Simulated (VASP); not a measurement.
A run of VASP 6.6.1 is set up as follows.

The input INCAR:

```
  PREC = Accurate
  ENCUT = 600
  EDIFF = 1E-6
  ISMEAR = 0
  SIGMA = 0.1
  LREAL = False
  LASPH = True
  NELM = 60
  ALGO = Normal
  ISIF = 3
  LWAVE = False
  LCHARG = False
  GGA = PE
  IBRION = 2
  NSW = 100
  EDIFFG = -0.01
```

File KPOINTS:

```
regular mesh
0
Gamma
  12 12 6
```

File POSCAR:

```
Al2B2As
1.0
    3.4992949741     -1.6848696089      0.0000000000
    3.4992949741      1.6848696089      0.0000000000
   -1.0366286522      0.0000000000      6.0453254341
Al B As
2 2 1
Direct
    0.3387060196      0.3387060196      0.6411027520
    0.5956915680      0.5956915680      0.3630570451
    0.2761900192      0.2761900192      0.2818311174
    0.6537670093      0.6537670093      0.7533214658
    0.1373625268      0.1373625268      0.9606876197
```

Potentials or basis: VASP PAW PBE potentials, release 64 (Al, B, As).

Run with:

```sh
$ cat potpaw_PBE.64/Al/POTCAR potpaw_PBE.64/B/POTCAR potpaw_PBE.64/As/POTCAR > POTCAR
$ mpirun -np 1 vasp_std > vasp.out
```

**Question.** Estimate the relaxed volume.

**Answer.** 14.25 Å³/atom.

**Question.** Predict the relaxed cell.

**Answer.** a = 3.884 Å, b = 3.884 Å, c = 6.138 Å, α = 98.81°, β = 98.81°, γ = 51.35°.

**Question.** Predict the space group after relaxing (to 0.05 Å).

**Answer.** Cm (No. 8).

Final structure:
```
Al B As
1.0
     3.50077   -1.68297   -0.00180
     3.50077    1.68297   -0.00180
    -1.04018    0.00000    6.04923
Al B As
2 2 1
Direct
  0.33927 0.33927 0.64148
  0.59532 0.59532 0.36332
  0.27650 0.27650 0.28211
  0.65466 0.65466 0.75253
  0.13597 0.13597 0.96056
```
